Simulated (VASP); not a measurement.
# O2C in VASP: further runs

The runs below take O2C through single point, relaxation of the atoms, with PBE+D3(BJ).

All numbers are computed with VASP 6.6.1; they aren't measurements. Logs are shortened: lines on timing, memory, paths and dates and some standing lists are left out, and cuts for length are marked.

**1. The cell of the first run**

The cell holds a molecule in a box, 3 atoms: a = 15.000 Å, b = 15.500 Å, c = 16.000 Å, α = 90.00°, β = 90.00°, γ = 90.00°.

**2. Single point, PBE+D3(BJ)**

INCAR reads:

```
SYSTEM = CO2
ALGO = Normal
EDIFF = 1E-6
ENCUT = 520
GGA = PE
ISIF = 2
ISMEAR = 0
ISYM = 0
IVDW = 12
LASPH = .TRUE.
LCHARG = .TRUE.
LELF = .TRUE.
LREAL = .FALSE.
LVHAR = .TRUE.
LWAVE = .FALSE.
NBANDS = 15
NELM = 80
PREC = Accurate
SIGMA = 0.005
```

KPOINTS reads:

```
k-points
0
G
  1 1 1
  0 0 0
```

POSCAR reads:

```
CO2
1.0
   15.0000000000      0.0000000000      0.0000000000
    0.0000000000     15.5000000000      0.0000000000
    0.0000000000      0.0000000000     16.0000000000
O C
2 1
Direct
    0.4302716312      0.5000708680      0.4671482824
    0.5697275118      0.4999266389      0.5328526278
    0.5000008570      0.5000024931      0.4999990899
```

Potentials or basis: VASP PAW PBE potentials, release 64 (O, C).

Started as:

```
cat potpaw_PBE.64/O/POTCAR potpaw_PBE.64/C/POTCAR > POTCAR
mpirun -np 1 vasp_gam > vasp.out
```

OUTCAR:

```text
SYSTEM = CO2
   EDIFF = 1E-6
   ENCUT = 520
   GGA = PE
   ISIF = 2
   ISMEAR = 0
   ISYM = 0
   IVDW = 12
   LASPH = .TRUE.
   LREAL = .FALSE.
   NELM = 80
   PREC = Accurate
 IVDW          = 12

 ion  position               nearest neighbor table
   1  0.430  0.500  0.467-   3 1.17
   2  0.570  0.500  0.533-   3 1.17
   3  0.500  0.500  0.500-   2 1.17   1 1.17

IMPORTANT INFORMATION: All symmetrisations will be switched off!
NOSYMM: (Re-)initialisation of all symmetry stuff for point group C_1.

----------------------------------------------------------------------------------------

                                     Primitive cell

  volume of cell :    3720.0000

  direct lattice vectors                    reciprocal lattice vectors
    15.000000000  0.000000000  0.000000000     0.066666667  0.000000000  0.000000000
     0.000000000 15.500000000  0.000000000     0.000000000  0.064516129  0.000000000
     0.000000000  0.000000000 16.000000000     0.000000000  0.000000000  0.062500000

  length of vectors
    15.000000000 15.500000000 16.000000000     0.066666667  0.064516129  0.062500000

  position of ions in fractional coordinates (direct lattice)
     0.430271631  0.500070868  0.467148282
     0.569727512  0.499926639  0.532852628
     0.500000857  0.500002493  0.499999090

  ion indices of the primitive-cell ions
   primitive index   ion index
                 1           1
                 2           2
                 3           3

----------------------------------------------------------------------------------------

 KPOINTS: k-points

Automatic generation of k-mesh.
 Grid dimensions read from file:
 generate k-points for:    1    1    1

 Generating k-lattice:

  Cartesian coordinates                     Fractional coordinates (reciprocal lattice)
     0.066666667  0.000000000  0.000000000     1.000000000  0.000000000  0.000000000
     0.000000000  0.064516129  0.000000000     0.000000000  1.000000000  0.000000000
     0.000000000  0.000000000  0.062500000     0.000000000  0.000000000  1.000000000

  Length of vectors
     0.066666667  0.064516129  0.062500000

  Shift w.r.t. Gamma in fractional coordinates (k-lattice)
     0.000000000  0.000000000  0.000000000

 Subroutine IBZKPT returns following result:
 ===========================================

 Found      1 irreducible k-points:

 Following reciprocal coordinates:
            Coordinates               Weight
  0.000000  0.000000  0.000000      1.000000
   k-points           NKPTS =      1   k-points in BZ     NKDIM =      1   number of bands    NBANDS=     15
   number of dos      NEDOS =    301   number of ions     NIONS =      3
   total plane-waves  NPLWV = ******
   dimension x,y,z NGX =   112 NGY =  120 NGZ =  120
   dimension x,y,z NGXF=   224 NGYF=  240 NGZF=  240
   ions per type =               2   1
   NGX,Y,Z   is equivalent  to a cutoff of  12.41, 12.87, 12.47 a.u.
   NGXF,Y,Z  is equivalent  to a cutoff of  24.83, 25.74, 24.94 a.u.
 SYSTEM =  CO2
   PREC   = accura    normal or accurate (medium, high low for compatibility)
   ISTART =      0    job   : 0-new  1-cont  2-samecut
   ICHARG =      2    charge: 1-file 2-atom 10-const
   ISPIN  =      1    spin polarized calculation?
   LNONCOLLINEAR =      F non collinear calculations
   LSORBIT =      F    spin-orbit coupling
   LASPH  =      T    aspherical Exc in radial PAW
   ENCUT  =  520.0 eV  38.22 Ry    6.18 a.u.  27.89 28.82 29.75*2*pi/ulx,y,z
   NELM   =     80;   NELMIN=  2; NELMDL= -5     # of ELM steps
   EDIFF  = 0.1E-05   stopping-criterion for ELM
   LREAL  =      F    real-space projection
   EDIFFG = 0.1E-04   stopping-criterion for IOM
   NSW    =      0    number of steps for IOM
   IBRION =     -1    ionic relax: 0-MD 1-quasi-New 2-CG
   NFREE  =      0    steps in history (QN), initial steepest desc. (CG)
   ISIF   =      2    stress and relaxation
   ISYM   =      0    0-nonsym 1-usesym 2-fastsym
   POTIM  = 0.5000    time-step for ionic-motion
   TEBEG  =    0.0;   TEEND  =   0.0 temperature during run
   PSTRESS=    0.0 pullay stress
   NELECT =      16.0000    total number of electrons
   NUPDOWN=      -1.0000    fix difference up-down
   EMIN   =  10.00;   EMAX   =-10.00  energy-range for DOS
   EFERMI =   0.00;   METHOD = LEGACY
   ISMEAR =     0;   SIGMA  =   0.01  broadening in eV -4-tet -1-fermi 0-gaus
   EFERMI_NEDOS =   21; number of points for ismear=-14 and -15
   IALGO  =     38    algorithm
   IMIX   =      4    mixing-type and parameters
     AMIX     =   0.40;   BMIX     =  1.00
     AMIX_MAG =   1.60;   BMIX_MAG =  1.00
  volume/ion in A,a.u.               =    1240.00      8367.93
  Fermi-wavevector in a.u.,A,eV,Ry     =   0.266236  0.503114  0.964405  0.070882
  Thomas-Fermi vector in A             =   1.100240
   LORBIT       =      0    0 simple, 1 ext, 2 COOP (PROOUT), +10 PAW based schemes
   GGA     = PE    functional components
   LHFCALC =     F    Hartree Fock is set to
   AEXX    =    0.0000 exact exchange contribution
   IVDW    =    12    specifies the selected vdW correction
   LEPSILON=     F    determine dielectric tensor
   LRPA    =     F    only Hartree local field effects (RPA)
 non-spin polarized calculation
 Gauss-broadening in eV      SIGMA  =   0.01
  energy-cutoff  :      520.00
  volume of cell :     3720.00
 maximum number of plane-waves:     50071
 NGX is ok and might be reduce to   112
   NGX = 55   NGY = 57   NGZ = 59

 number of electron      16.0000005 magnetization

 Free energy of the ion-electron system (eV)
  ---------------------------------------------------
  ext. energy  EPLUGINS =         0.00000000
  ---------------------------------------------------
  free energy    TOTEN  =       -22.96339054 eV

  energy without entropy =      -22.96339054  energy(sigma->0) =      -22.96339054

 E-fermi :  -8.9430     XC(G=0):  -0.2170

 val. band max:       -9.0313501878   @ k =   0.0000   0.0000   0.0000
 cond. band min:      -0.9509334770   @ k =   0.0000   0.0000   0.0000
 fundamental gap:      8.0804167108
 Fermi energy:        -8.9430208769

 k-point     1 :       0.0000    0.0000    0.0000
  band No.  band energies     occupation
      1     -29.1801      2.00000
      2     -28.1706      2.00000
      3     -13.7117      2.00000
      4     -12.6449      2.00000
      5     -12.6448      2.00000
      6     -12.5548      2.00000
      7      -9.0314      2.00000
      8      -9.0314      2.00000
      9      -0.9509      0.00000
     10      -0.4680      0.00000
     11      -0.4679      0.00000
     12       0.1253      0.00000
     13       0.4690      0.00000
     14       0.4920      0.00000
     15       0.5548      0.00000

------------------------ aborting loop because EDIFF is reached ----------------------------------------

 Edisp (eV)   -0.02550

 E8    (eV) :    -0.0077

  FORCE on cell =-STRESS in cart. coord.  units (eV):
  Direction    XX          YY          ZZ          XY          YZ          ZX
  --------------------------------------------------------------------------------------
  -------------------------------------------------------------------------------------
  Total       1.10539    -0.06708     0.22923    -0.00126    -0.00066     0.58921
  in kB       0.47608    -0.02889     0.09873    -0.00054    -0.00028     0.25377
  external pressure =        0.18 kB  Pullay stress =        0.00 kB

 VOLUME and BASIS-vectors are now :
 -----------------------------------------------------------------------------
  energy-cutoff  :      520.00
  volume of cell :     3720.00
      direct lattice vectors                 reciprocal lattice vectors
    15.000000000  0.000000000  0.000000000     0.066666667  0.000000000  0.000000000
     0.000000000 15.500000000  0.000000000     0.000000000  0.064516129  0.000000000
     0.000000000  0.000000000 16.000000000     0.000000000  0.000000000  0.062500000

 POSITION                                       TOTAL-FORCE (eV/Angst)
 -----------------------------------------------------------------------------------
      6.45407      7.75110      7.47437        -0.566471      0.000912     -0.284665
      8.54591      7.74886      8.52564         0.567857     -0.000212      0.284980
      7.50001      7.75004      7.99999        -0.001386     -0.000700     -0.000315
 -----------------------------------------------------------------------------------
    total drift:                                0.000006      0.000002     -0.000001

  FREE ENERGIE OF THE ION-ELECTRON SYSTEM (eV)
  ---------------------------------------------------
  free  energy   TOTEN  =       -22.9888951998 eV

  energy  without entropy=      -22.9888951998  energy(sigma->0) =      -22.98889520
```

OSZICAR:

```text
N       E                     dE             d eps       ncg     rms          rms(c)
[... 14 lines left out ...]
DAV:  15    -0.229631420113E+02   -0.43231E-03   -0.25723E-05    30   0.227E-02    0.370E-03
DAV:  16    -0.229632737886E+02   -0.13178E-03   -0.47731E-06    30   0.969E-03    0.203E-03
DAV:  17    -0.229633539298E+02   -0.80141E-04   -0.19607E-06    37   0.668E-03    0.139E-03
DAV:  18    -0.229633754789E+02   -0.21549E-04   -0.16891E-07    29   0.218E-03    0.684E-04
DAV:  19    -0.229633844454E+02   -0.89665E-05   -0.14808E-07    29   0.209E-03    0.338E-04
DAV:  20    -0.229633880833E+02   -0.36379E-05   -0.39378E-08    22   0.120E-03    0.231E-04
DAV:  21    -0.229633899596E+02   -0.18764E-05   -0.22197E-09    29   0.727E-04    0.866E-05
DAV:  22    -0.229633905351E+02   -0.57547E-06    0.16180E-08    29   0.427E-04
   1 F= -.22988895E+02 E0= -.22988895E+02  d E =-.137756-137
```

stdout:

```text
POSCAR found type information on POSCAR O C
 POSCAR found :  2 types and       3 ions
 scaLAPACK will be used
 LDA part: xc-table for (Slater+PW92), standard interpolation
 POSCAR, INCAR and KPOINTS ok, starting setup
 FFT: planning ... GRIDC
 FFT: planning ... GRID_SOFT
 FFT: planning ... GRID
 WAVECAR not read
 entering main loop
```

Run time: 4.8 min. Hardware: 1 thread of Intel Xeon Platinum 8259CL at 2.50GHz (Skylake/Cascade Lake), shared host; peak memory 2.1 GiB.

What came out:

```yaml
Free_energy: -22.9889 eV
Largest_force: 0.635 eV/Å
Gap_between_the_frontier_levels: 8.08 eV
Dispersion_energy_per_atom: -0.008 eV
```

Forces in eV/Å, atoms in the order of the input:
```
O   -0.566  0.001 -0.285
O    0.568  0.000  0.285
C   -0.001 -0.001  0.000
```

[end of part 1 of 2]
